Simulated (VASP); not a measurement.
# Li2Sc: single point with PBE

The system is Li2Sc.

```
Li Sc
1.0
    -1.73093    1.73093    5.08046
     1.73093   -1.73093    5.08046
     1.73093    1.73093   -5.08046
Li Sc
2 1
Direct
  0.68402 0.68402 0.00000
  0.31598 0.31598 0.00000
  0.00000 0.00000 0.00000
```

* Program: VASP 6.6.1
* Task: single point
* Functional: PBE
* Potentials or basis: VASP PAW PBE potentials, release 64 (Li_sv, Sc_sv)
* Cutoff: 520 eV
* k mesh: 8 × 8 × 8
* Occupations: gaussian, width 0.1 eV
* Spin: no spin polarisation

```
Band gap on the k mesh : zero (an odd number of electrons rules out a gap without spin polarisation)
```

Forces in eV/Å, atoms in the order of the input:
```
Li   0.000  0.000  0.002
Li   0.000  0.000 -0.002
Sc   0.000  0.000  0.000
```

Levels at points of the mesh, in eV from the Fermi level:
```
           k point  band 4  band 5  band 6  band 7  band 8  band 9  band 10  band 11  band 12  band 13
(0.00, 0.00, 0.00)  -28.84  -28.74  -28.74   -4.33   -0.87    0.11     0.73     1.63     1.63     2.42
(0.50, 0.00, 0.00)  -28.85  -28.83  -28.73   -1.94   -0.92   -0.24     0.43     0.62     1.49     1.99
(0.50, 0.50, 0.00)  -28.84  -28.84  -28.82   -0.88   -0.61    0.24     0.47     0.90     2.32     3.00
(0.50, 0.50, 0.50)  -28.84  -28.74  -28.74   -3.59   -2.42    0.06     0.78     1.83     1.83     2.42
```

Wall time 110 s on 1 thread of Intel(R) Xeon(R) Platinum 8259CL CPU @ 2.50GHz (Skylake/Cascade Lake) (shared host), peak memory 0.27 GiB.
